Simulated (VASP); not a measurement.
The system is Lu2Si3P.

```
Lu Si P
1.0
     3.77717    0.00000    0.00000
    -1.88858    3.27113    0.00000
     0.00000    0.00000    9.20557
Lu Si P
2 3 1
Direct
  0.33333 0.66667 0.67419
  0.66667 0.33333 0.32581
  0.00000 0.00000 0.50000
  0.33333 0.66667 0.15175
  0.66667 0.33333 0.84825
  0.00000 0.00000 0.00000
```

The cell was generated, and may not be a known phase.

| Item | Value |
| --- | --- |
| Program | VASP 6.6.1 |
| Task | relaxation of cell and atoms |
| Functional | PBE |
| Potentials or basis | VASP PAW PBE potentials, release 64 (Lu, Si, P) |
| Cutoff | 600 eV |
| k mesh | 6 × 6 × 2 |
| Occupations | gaussian, width 0.1 eV |
| Spin | no spin polarisation |

At the start: pressure 7.4 GPa; volume 18.96 Å³/atom.

How do energy, volume and symmetry change on relaxing?

Over 17 steps the energy falls by 210.2 meV/atom and the volume is 19.58 Å³/atom (+3.3 %); space group P-3m1 (No. 164, to 0.1 Å) before and after.

Step by step:
| step | energy change (eV) | largest force (eV/Å) | pressure (GPa) | volume (Å³) |
| --- | --- | --- | --- | --- |
| 1 | 0.0000 | 1.3930 | 7.37 | 113.74 |
| 2 | -0.4988 | 0.8273 | -2.48 | 128.66 |
| 3 | -0.4992 | 0.8150 | -2.70 | 129.09 |
| 4 | -0.7904 | 0.5314 | -2.36 | 127.50 |
| 5 | -0.9370 | 0.5657 | -1.61 | 125.77 |
| 6 | -0.9498 | 0.8213 | -1.07 | 124.98 |
| 7 | -1.0643 | 0.7728 | 0.24 | 121.33 |
| 8 | -1.1452 | 0.6390 | 2.14 | 116.74 |
| 9 | -1.0132 | 0.5474 | 8.26 | 107.43 |
| 10 | -1.1623 | 0.5018 | 3.25 | 114.57 |
| 11 | -1.2303 | 0.2927 | 1.75 | 115.62 |
| 12 | -1.2562 | 0.1028 | 0.16 | 116.76 |
| 13 | -1.2563 | 0.1270 | 0.31 | 116.66 |
| 14 | -1.2563 | 0.1175 | 0.27 | 116.70 |
| 15 | -1.2588 | 0.0935 | 0.19 | 116.93 |
| 16 | -1.2612 | 0.0404 | 0.03 | 117.42 |
| 17 | -1.2613 | 0.0334 | -0.03 | 117.49 |

Final structure:
```xyz
6
Lattice="3.4593 0.0000 0.0000 -1.7296 2.9958 0.0000 0.0000 0.0000 11.3367" Properties=species:S:1:pos:R:3 pbc="T T T"
Lu    0.0000    1.9972    7.6724
Lu    1.7296    0.9986    3.6644
Si   -1.7296    2.9958    5.6684
Si    0.0000    1.9972    1.4760
Si    1.7296    0.9986    9.8607
P     0.0000    0.0000    0.0000
```

Caveat: a cell axis changed by over 15 % at a fixed basis, so the end point is rough.
